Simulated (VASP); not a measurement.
# Nb (P6/mmm) in VASP: a series of runs, part 2 of 2

VASP 6.6.1. Earlier steps stand in the parts before.

## 4. Relaxation of cell and atoms, PBE

This run uses another cell than the first one, of 17.98 Å³/atom.

Contents of INCAR:

```
SYSTEM = Nb
PREC = Accurate ; ENCUT = 500
EDIFF = 1E-7 ; ISMEAR = -1
SIGMA = 0.1 ; LREAL = .FALSE.
LASPH = .TRUE. ; NELM = 120
ALGO = Normal ; ISIF = 3
LWAVE = .FALSE. ; LCHARG = .FALSE.
GGA = PE ; IBRION = 2
NSW = 80 ; EDIFFG = -0.01
GGA_COMPAT = .FALSE. ; NELMIN = 4
```

Contents of KPOINTS:

```
regular mesh
0
G
  8 8 11
  0 0 0
```

Contents of POSCAR:

```
Nb
1.0
    4.6658771090      0.0000000000      0.0000000000
   -2.3329385545      4.0407681073      0.0000000000
    0.0000000000      0.0000000000      2.8601826678
Nb
3
Direct
    0.0000000000      0.0000000000      0.0000000000
    0.3333333333      0.6666666667      0.5000000000
    0.6666666667      0.3333333333      0.5000000000
```

Potentials or basis: VASP PAW PBE potentials, release 64 (Nb_sv).

The run is started by

```bash
> cat potpaw_PBE.64/Nb_sv/POTCAR > POTCAR
> mpirun -np 1 vasp_std > vasp.out
```

OUTCAR:

```text
SYSTEM = Nb
   PREC = Accurate
   ENCUT = 500
   EDIFF = 1E-7
   ISMEAR = -1
   LREAL = .FALSE.
   LASPH = .TRUE.
   NELM = 120
   ISIF = 3
   GGA = PE
   IBRION = 2
   NSW = 80
   EDIFFG = -0.01
   NELMIN = 4

 ion  position               nearest neighbor table
   1  0.000  0.000  0.000-
   2  0.333  0.667  0.500-   3 2.69   3 2.69   3 2.69
   3  0.667  0.333  0.500-   2 2.69   2 2.69   2 2.69

  LATTYP: Found a hexagonal cell.
 ALAT       =     4.6658771090
 C/A-ratio  =     0.6130000000

  Lattice vectors:

 A1 = (   4.6658771090,   0.0000000000,   0.0000000000)
 A2 = (  -2.3329385545,   4.0407681073,   0.0000000000)
 A3 = (   0.0000000000,   0.0000000000,   2.8601826678)

Analysis of symmetry for initial positions (statically):
=====================================================================
 Subroutine PRICEL returns:
 Original cell was already a primitive cell.

 Routine SETGRP: Setting up the symmetry group for a
 hexagonal supercell.

 Subroutine GETGRP returns: Found 24 space group operations
 (whereof 24 operations were pure point group operations)
 out of a pool of 24 trial point group operations.

[... 171 lines left out ...]
  --------------------------------------------------------------------------------------
  -------------------------------------------------------------------------------------
  Total        4.2267828      4.2267828     -3.4400520      0.0000000      0.0000000      0.0000000
  in kB      125.5826154    125.5826154   -102.2079313      0.0000000      0.0000000      0.0000000
  external PRESSURE =      49.6524332 kB  Pullay stress =       0.0000000 kB
[... 246 lines left out ...]
--------------------------------------- Ionic step        8  -------------------------------------------

 number of electron      39.0000006 magnetization

 Free energy of the ion-electron system (eV)
  ---------------------------------------------------
  ext. energy  EPLUGINS =         0.00000000
  ---------------------------------------------------
  free energy    TOTEN  =       -30.08813959 eV

  energy without entropy =      -29.98243431  energy(sigma->0) =      -30.03528695

 E-fermi :  11.0715     XC(G=0): -12.3613

 val. band max:       11.0641728564   @ k =   0.2500   0.0000   0.1818
 cond. band min:      11.0739507578   @ k =   0.2500   0.2500   0.3636
 fundamental gap:      0.0097779014
 Fermi energy:        11.0715452756

 k-point     1 :       0.0000    0.0000    0.0000
  band No.  band energies     occupation
      1     -43.6087      2.00000
      2     -43.4209      2.00000
      3     -43.3740      2.00000
      4     -19.9345      2.00000
      5     -19.9345      2.00000
      6     -19.7210      2.00000
[... 613 lines left out ...]
     22      12.2381      0.00002
     23      12.6681      0.00000

 [... further k-points ...]

------------------------ aborting loop because EDIFF is reached ----------------------------------------

  FORCE on cell =-STRESS in cart. coord.  units (eV):
  Direction    XX          YY          ZZ          XY          YZ          ZX
  --------------------------------------------------------------------------------------
  -------------------------------------------------------------------------------------
  Total        0.0017368      0.0017368      0.0010358      0.0000000      0.0000000      0.0000000
  in kB        0.0502618      0.0502618      0.0299747      0.0000000      0.0000000      0.0000000
  external PRESSURE =       0.0434994 kB  Pullay stress =       0.0000000 kB
[... 18 lines left out ...]
  FREE ENERGIE OF THE ION-ELECTRON SYSTEM (eV)
  ---------------------------------------------------
  free  energy   TOTEN  =       -30.0881395901 eV

  energy  without entropy=      -29.9824343103  energy(sigma->0) =      -30.03528695

 reached required accuracy - stopping structural energy minimisation
```

OSZICAR:

```text
N       E                     dE             d eps       ncg     rms          rms(c)
DAV:   1     0.504073006245E+03    0.50407E+03   -0.21613E+04  2760   0.171E+03
DAV:   2     0.852775103181E+01   -0.49555E+03   -0.49138E+03  3188   0.709E+02
DAV:   3    -0.284692450390E+02   -0.36997E+02   -0.36213E+02  5425   0.136E+02
DAV:   4    -0.308447782541E+02   -0.23755E+01   -0.23281E+01  4301   0.293E+01
[... 99 lines left out ...]
DAV:   5    -0.300881339278E+02   -0.35649E-04   -0.15094E-04  5316   0.899E-02    0.370E-02
DAV:   6    -0.300881434846E+02   -0.95567E-05   -0.79848E-05  5265   0.663E-02    0.244E-02
DAV:   7    -0.300881390070E+02    0.44775E-05   -0.17897E-05  4239   0.385E-02    0.187E-03
DAV:   8    -0.300881395798E+02   -0.57278E-06   -0.86804E-07  3978   0.836E-03    0.856E-04
DAV:   9    -0.300881395901E+02   -0.10263E-07   -0.92879E-08  2363   0.272E-03
   8 F= -.30088140E+02 E0= -.30035287E+02  d E =-.195859E-02
```

Wall time 6.8 min (1 thread of Intel Xeon Platinum 8375C at 2.90GHz (Ice Lake), shared host); peak memory 0.21 GiB.

Results:

```yaml
Free_energy: -30.0881 eV
Relaxed_volume: 18.45 Å³/atom
Relaxed_cell: a = 4.877 Å, b = 4.877 Å, c = 2.688 Å, α = 90.00°, β = 90.00°, γ = 120.00°
Space_group_after_relaxing_to_0.1_Å: P6/mmm (No. 191)
Energy_gained_by_relaxing: 109.3 meV/atom
Ionic_steps: 8
Pressure_after_relaxing: 0.0 GPa
Band_gap_on_the_k_mesh: zero (an odd number of electrons rules out a gap without spin polarisation)
```

Step by step:
| step | energy change (eV) | largest force (eV/Å) | pressure (GPa) | volume (Å³) |
| --- | --- | --- | --- | --- |
| 1 | 0.0000 | 0.0000 | 4.97 | 53.93 |
| 2 | -0.2594 | 0.0000 | -7.04 | 58.10 |
| 3 | -0.2940 | 0.0000 | -4.87 | 57.09 |
| 4 | -0.2510 | 0.0000 | 6.16 | 53.66 |
| 5 | -0.3258 | 0.0000 | -0.97 | 55.72 |
| 6 | -0.3258 | 0.0000 | -0.85 | 55.68 |
| 7 | -0.3272 | 0.0000 | 0.49 | 55.19 |
| 8 | -0.3278 | 0.0000 | 0.00 | 55.36 |

Final structure:
```
Nb
1.0
     4.87713    0.00000    0.00000
    -2.43856    4.22372    0.00000
     0.00000    0.00000    2.68757
Nb
3
Cartesian
  -2.4386 4.2237 0.0000
  0.0000 2.8158 1.3438
  2.4386 1.4079 1.3438
```

## 5. The runs side by side

| task | spin | cell | k mesh | cutoff (eV) | smearing | gap on the mesh (eV) | pressure (GPa) | moment (μB) |
| --- | --- | --- | --- | --- | --- | --- | --- | --- |
| single point | collinear | a = 4.880, b = 4.880, c = 2.687 Å, angles 90.0, 90.0, 120.0°, 3 atoms | 9 × 9 × 13 | 520 | fermi-dirac 0.05 eV | none | -0.2 | 0.00 |
| single point | collinear | a = 4.944, b = 4.944, c = 2.722 Å, angles 90.0, 90.0, 120.0°, 3 atoms | 9 × 9 × 13 | 520 | fermi-dirac 0.05 eV | none | -6.2 | 0.00 |
| relaxation of cell and atoms | off | relaxed from a = 4.666, b = 4.666, c = 2.860 Å, angles 90.0, 90.0, 120.0°, 3 atoms | 8 × 8 × 11 | 500 | fermi-dirac 0.1 eV | none | 0.0 | - |

Alike in all rows: level PBE; potentials or basis VASP PAW PBE potentials, release 64 (Nb_sv).

Caveats: the cell stands under tension (at least some runs).

Absolute energies hang on the potentials; compare differences alone.
